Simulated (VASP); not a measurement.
# Cs4Mg3P4O16 (a cell with a defect) in VASP: notebook

Cs4Mg3P4O16 (a cell with a defect) is run at these levels: r2SCAN; tasks: single point.

Program: VASP 6.6.1. These are calculated values, not measurements. Logs are shortened: lines on timing, memory, paths and dates and some standing lists are left out, and cuts for length are marked.

**1. The cell of the first run**

The cell holds a defect, 27 atoms: a = 8.933 Å, b = 5.528 Å, c = 9.649 Å, α = 90.00°, β = 90.00°, γ = 90.00°.

**2. Single point, r2SCAN**

Input file POSCAR:

```
Cs4Mg3P4O16
1.0
    8.9327000000      0.0000000000      0.0000000000
    0.0000000000      5.5277000000      0.0000000000
    0.0000000000      0.0000000000      9.6487000000
Cs Mg P O
4 3 4 16
Direct
    0.5088718976      0.2689907195      0.7061676703
    0.0308193491      0.8060857138      0.2143086633
    1.0219642437      0.2002279429      0.8181102117
    0.4690071311      0.7569513541      0.2897696063
    0.1666013635      0.6973062938      0.5912506348
    0.8189013400      0.3118837853      0.4075264025
    0.6707490456      0.7094813394      0.9328406936
    0.1937823950      0.2293901623      0.4320063843
    0.3131192137      0.7697957559      0.9125581685
    0.7254805378      0.2920925521      0.0693046732
    0.7916867241      0.7593393274      0.5783369780
    0.2655076293      0.2022360114      0.2902256263
    0.2057944407      0.8026303888      0.7772964234
    0.7354999048      0.2878955081      0.2313368640
    0.7645280822      0.7927528629      0.7335392333
    0.2403640557     -0.0077247318      0.5112605843
    0.2673547752      0.9952059627      0.9979271819
    0.8428470675      0.4692367531     -0.0002901945
    0.7141849609      0.5552037918      0.5010519552
    0.7557177561      1.0120665014      0.5138412429
    0.7319959251      0.0362356857      0.0215987646
    0.2408566279      0.5647014129      0.9904339445
    0.2550740538      0.4331096116      0.5159347891
    0.0258824320      0.2546990611      0.4036916890
    0.4767763386      0.7704470214      0.8589965488
    0.5796231822      0.4199033956      0.0348440723
    0.9578402946      0.6979937406      0.5469441479
```

Input file INCAR.step1:

```
SYSTEM = Cs4Mg3P4O16
PREC     = Accurate       ! precision mode
ENCUT    = 520            ! plane-wave cutoff, eV
ISMEAR   = -1             ! smearing method
SIGMA    = 0.05           ! smearing width, eV
LREAL    = Auto         
LASPH    = .True.         ! aspherical terms in the spheres
NELM     = 60             ! most SCF steps
NBANDS   = 98             ! bands
GGA      = PE             ! functional
ALGO     = Normal         ! electronic algorithm
EDIFF    = 1E-4           ! SCF threshold, eV
LWAVE    = .True.         ! write WAVECAR
LCHARG   = .False.        ! write CHGCAR
```

Input file INCAR.step2:

```
SYSTEM = Cs4Mg3P4O16
PREC     = Accurate       ! precision mode
ENCUT    = 520            ! plane-wave cutoff, eV
EDIFF    = 1E-6           ! SCF threshold, eV
ISMEAR   = -1             ! smearing method
SIGMA    = 0.05           ! smearing width, eV
LREAL    = Auto         
LASPH    = .True.         ! aspherical terms in the spheres
NELM     = 60             ! most SCF steps
ALGO     = Normal         ! electronic algorithm
ISIF     = 2              ! what is computed and relaxed
LWAVE    = .False.        ! write WAVECAR
LCHARG   = .False.        ! write CHGCAR
METAGGA  = R2SCAN         ! meta-GGA
LMIXTAU  = .True.       
NBANDS   = 98             ! bands
ISTART   = 1
```

Input file KPOINTS:

```
Automatic mesh
0
Gamma
  1 2 1
  0 0 0
```

Potentials or basis: VASP PAW PBE potentials, release 64 (Cs_sv, Mg, P, O).

Launch:

```console
$ cat potpaw_PBE.64/Cs_sv/POTCAR potpaw_PBE.64/Mg/POTCAR potpaw_PBE.64/P/POTCAR potpaw_PBE.64/O/POTCAR > POTCAR
$ cp INCAR.step1 INCAR
$ mpirun -np 1 vasp_std > vasp.out
$ cp INCAR.step2 INCAR
$ mpirun -np 1 vasp_std > vasp.out
```

OUTCAR:

```text
SYSTEM = Cs4Mg3P4O16
   PREC = Accurate
   ENCUT = 520
   EDIFF = 1E-6
   ISMEAR = -1
   LREAL = Auto
   LASPH = .True.
   NELM = 60
   ISIF = 2
   METAGGA = R2SCAN
   ISTART = 1

 ion  position               nearest neighbor table
   1  0.509  0.269  0.706-
   2  0.031  0.806  0.214-
   3  0.022  0.200  0.818-
   4  0.469  0.757  0.290-
   5  0.167  0.697  0.591-  23 1.81  27 1.91  13 1.92  16 1.92   8 3.02
   6  0.819  0.312  0.408-  14 1.86  19 1.87  24 1.88  20 2.03  27 2.81  11 2.98
   7  0.671  0.709  0.933-  25 1.90  26 2.05  21 2.07  18 2.13  15 2.15  10 2.70   9 3.22
   8  0.194  0.229  0.432-  23 1.49  12 1.52  24 1.53  16 1.57   5 3.02
   9  0.313  0.770  0.913-  22 1.51  17 1.55  25 1.55  13 1.63   7 3.22
  10  0.725  0.292  0.069-  21 1.49  26 1.52  14 1.57  18 1.58   7 2.70
  11  0.792  0.759  0.578-  19 1.52  15 1.53  27 1.55  20 1.56   6 2.98
  12  0.266  0.202  0.290-   8 1.52
  13  0.206  0.803  0.777-   9 1.63   5 1.92
  14  0.735  0.288  0.231-  10 1.57   6 1.86
  15  0.765  0.793  0.734-  11 1.53   7 2.15
  16  0.240  0.992  0.511-   8 1.57   5 1.92
  17  0.267  0.995  0.998-   9 1.55
  18  0.843  0.469  1.000-  10 1.58   7 2.13
  19  0.714  0.555  0.501-  11 1.52   6 1.87
  20  0.756  0.012  0.514-  11 1.56   6 2.03
  21  0.732  0.036  0.022-  10 1.49   7 2.07
  22  0.241  0.565  0.990-   9 1.51
  23  0.255  0.433  0.516-   8 1.49   5 1.81
  24  0.026  0.255  0.404-   8 1.53   6 1.88
  25  0.477  0.770  0.859-   9 1.55   7 1.90
  26  0.580  0.420  0.035-  10 1.52   7 2.05
  27  0.958  0.698  0.547-  11 1.55   5 1.91   6 2.81

  LATTYP: Found a simple orthorhombic cell.
 ALAT       =     5.5277000000
 B/A-ratio  =     1.6159885667
 C/A-ratio  =     1.7455180274

  Lattice vectors:

 A1 = (   0.0000000000,  -5.5277000000,   0.0000000000)
 A2 = (   8.9327000000,   0.0000000000,   0.0000000000)
 A3 = (   0.0000000000,   0.0000000000,   9.6487000000)

Analysis of symmetry for initial positions (statically):
=====================================================================
 Subroutine PRICEL returns:
 Original cell was already a primitive cell.

 Routine SETGRP: Setting up the symmetry group for a
 simple orthorhombic supercell.

 Subroutine GETGRP returns: Found  1 space group operations
 (whereof  1 operations were pure point group operations)
 out of a pool of  8 trial point group operations.

The static configuration has the point symmetry C_1 .

Analysis of symmetry for dynamics (positions and initial velocities):
=====================================================================
 Subroutine PRICEL returns:
 Original cell was already a primitive cell.

 Routine SETGRP: Setting up the symmetry group for a
 simple orthorhombic supercell.

 Subroutine GETGRP returns: Found  1 space group operations
 (whereof  1 operations were pure point group operations)
 out of a pool of  8 trial point group operations.

The dynamic configuration has the point symmetry C_1 .

 Subroutine INISYM returns: Found  1 space group operations
 (whereof  1 operations are pure point group operations),
 and found     1 'primitive' translations

----------------------------------------------------------------------------------------

                                     Primitive cell

  volume of cell :     476.4266

  direct lattice vectors                    reciprocal lattice vectors
     8.932700000  0.000000000  0.000000000     0.111948235  0.000000000  0.000000000
     0.000000000  5.527700000  0.000000000     0.000000000  0.180907068  0.000000000
     0.000000000  0.000000000  9.648700000     0.000000000  0.000000000  0.103640905

  length of vectors
     8.932700000  5.527700000  9.648700000     0.111948235  0.180907068  0.103640905

  position of ions in fractional coordinates (direct lattice)
     0.508871898  0.268990720  0.706167670
     0.030819349  0.806085714  0.214308663
     0.021964244  0.200227943  0.818110212
     0.469007131  0.756951354  0.289769606
     0.166601363  0.697306294  0.591250635
     0.818901340  0.311883785  0.407526402
[... 50 lines left out ...]
   IALGO  =     38    algorithm
   IMIX   =      4    mixing-type and parameters
     AMIX     =   0.40;   BMIX     =  1.00
     AMIX_MAG =   1.60;   BMIX_MAG =  1.00
  volume/ion in A,a.u.               =      17.65       119.08
  Fermi-wavevector in a.u.,A,eV,Ry     =   1.133170  2.141381 17.470900  1.284075
  Thomas-Fermi vector in A             =   2.269873
   LORBIT       =      0    0 simple, 1 ext, 2 COOP (PROOUT), +10 PAW based schemes
   METAGGA = R2SCAN    functional components
   LHFCALC =     F    Hartree Fock is set to
   AEXX    =    0.0000 exact exchange contribution
   IVDW    =     0    specifies the selected vdW correction
   LEPSILON=     F    determine dielectric tensor
   LRPA    =     F    only Hartree local field effects (RPA)
 non-spin polarized calculation
  energy-cutoff  :      520.00
  volume of cell :      476.43
 maximum number of plane-waves:     12851
 NGX is ok and might be reduce to    70
   NGX = 33   NGY = 21   NGZ = 35

 number of electron     158.0000002 magnetization

 Free energy of the ion-electron system (eV)
  ---------------------------------------------------
  ext. energy  EPLUGINS =         0.00000000
  ---------------------------------------------------
  free energy    TOTEN  =      -309.19460396 eV

  energy without entropy =     -309.03070104  energy(sigma->0) =     -309.11265250

 E-fermi :  -0.1529     XC(G=0):  -9.0589

 val. band max:       -0.1600040705   @ k =   0.0000   0.0000   0.0000
 cond. band min:      -0.0765641948   @ k =   0.0000   0.0000   0.0000
 fundamental gap:      0.0834398757
 Fermi energy:        -0.1529345949

 k-point     1 :       0.0000    0.0000    0.0000
  band No.  band energies     occupation
      1     -21.6710      2.00000
      2     -21.3100      2.00000
      3     -21.2457      2.00000
      4     -21.1762      2.00000
      5     -20.0316      2.00000
      6     -19.9449      2.00000
[... 83 lines left out ...]
     90       7.9101      0.00000
     91       8.0706      0.00000

 k-point     2 :       0.0000    0.5000    0.0000
  band No.  band energies     occupation
      1     -21.6306      2.00000
      2     -21.2512      2.00000
      3     -21.2348      2.00000
      4     -21.1717      2.00000
      5     -20.0209      2.00000
      6     -19.9659      2.00000
[... 83 lines left out ...]
     90       7.9973      0.00000
     91       8.0414      0.00000
 [bands above 91 left out]

------------------------ aborting loop because EDIFF is reached ----------------------------------------

  FORCE on cell =-STRESS in cart. coord.  units (eV):
  Direction    XX          YY          ZZ          XY          YZ          ZX
  --------------------------------------------------------------------------------------
  -------------------------------------------------------------------------------------
  Total        2.9303725      2.2280070     -0.3117438     -2.4495870      4.9655767     -0.0715550
  in kB        9.8545637      7.4925753     -1.0483646     -8.2377277     16.6987614     -0.2406327
  external PRESSURE =       5.4329248 kB  Pullay stress =       0.0000000 kB

 VOLUME and BASIS-vectors are now :
 -----------------------------------------------------------------------------
  energy-cutoff  :      520.00
  volume of cell :      476.43
      direct lattice vectors                 reciprocal lattice vectors
     8.932700000  0.000000000  0.000000000     0.111948235  0.000000000  0.000000000
     0.000000000  5.527700000  0.000000000     0.000000000  0.180907068  0.000000000
     0.000000000  0.000000000  9.648700000     0.000000000  0.000000000  0.103640905

 POSITION                                       TOTAL-FORCE (eV/Angst)
 -----------------------------------------------------------------------------------
      4.54560      1.48690      6.81360         0.024760     -0.363242      0.078469
      0.27530      4.45580      2.06780        -0.193719     -0.214614     -0.353265
      0.19620      1.10680      7.89370        -0.164782      0.335983     -0.242239
      4.18950      4.18420      2.79590         0.166813     -0.080453     -0.190244
      1.48820      3.85450      5.70480        -0.807703      1.747269      0.654470
      7.31500      1.72400      3.93210        -0.066833     -1.268694      0.645256
[... 19 lines left out ...]
      5.17760      2.32110      0.33620        -0.766485      0.517821     -0.579344
      8.55610      3.85830      5.27730         0.120676      0.294423      0.634628
 -----------------------------------------------------------------------------------
    total drift:                                0.013410      0.001950     -0.002339

  FREE ENERGIE OF THE ION-ELECTRON SYSTEM (eV)
  ---------------------------------------------------
  free  energy   TOTEN  =      -309.1946039619 eV

  energy  without entropy=     -309.0307010389  energy(sigma->0) =     -309.11265250
```

It took 7.2 min on 1 thread of Intel Xeon 6975P-C (Granite Rapids), shared host; peak memory 0.55 GiB.

What came out:

```yaml
Free_energy: -309.1946 eV
Pressure: 0.5 GPa
Largest_force: 3.995 eV/Å
Band_gap_on_the_k_mesh: zero (bands 79 and 80 overlap by 0.07 eV)
```

Forces in eV/Å, atoms in the order of the input:
```
Cs   0.025 -0.363  0.078
Cs  -0.194 -0.215 -0.353
Cs  -0.165  0.336 -0.242
Cs   0.167 -0.080 -0.190
Mg  -0.808  1.747  0.654
Mg  -0.067 -1.269  0.645
Mg   1.292  0.762 -0.280
P   -0.059 -2.727 -1.248
P   -2.084  2.298 -2.517
P    0.277  1.723  2.012
P    1.731  2.078 -0.357
O    0.473  0.355 -0.084
O    1.741 -1.360  0.860
O    0.451  0.188 -1.425
O   -0.511 -1.137  0.320
O   -0.585  0.859 -0.578
O    1.084 -0.514  0.193
O   -0.850 -0.696  0.762
O   -1.860  0.309  0.662
O   -0.185 -0.651 -0.183
O    0.345 -2.013 -1.074
O    0.808 -0.944  0.442
O    0.982  0.766  0.514
O    0.660 -0.089  0.592
O   -2.024 -0.175  0.741
O   -0.766  0.518 -0.579
O    0.121  0.294  0.635
```

Levels at points of the mesh, in eV from the Fermi level:
| k point | band 76 | band 77 | band 78 | band 79 | band 80 | band 81 | band 82 | band 83 |
| --- | --- | --- | --- | --- | --- | --- | --- | --- |
| (0.00, 0.00, 0.00) | -0.21 | -0.11 | -0.06 | -0.01 | 0.08 | 5.27 | 6.58 | 6.86 |
| (0.00, 0.50, 0.00) | -0.25 | -0.25 | -0.14 | -0.10 | -0.08 | 6.75 | 6.84 | 6.94 |

Caveat: the k points lie up to 0.70 Å⁻¹ apart; the atoms stand as in a frame of molecular dynamics; the PAW data sets were made with another functional, which shifts forces and pressure a little; spin-orbit coupling is left out, which moves the levels of the heavy elements.

(Part 1 of 2 ends here.)

The gap in the log of VASP goes by the Fermi energy; the results here count the filled bands.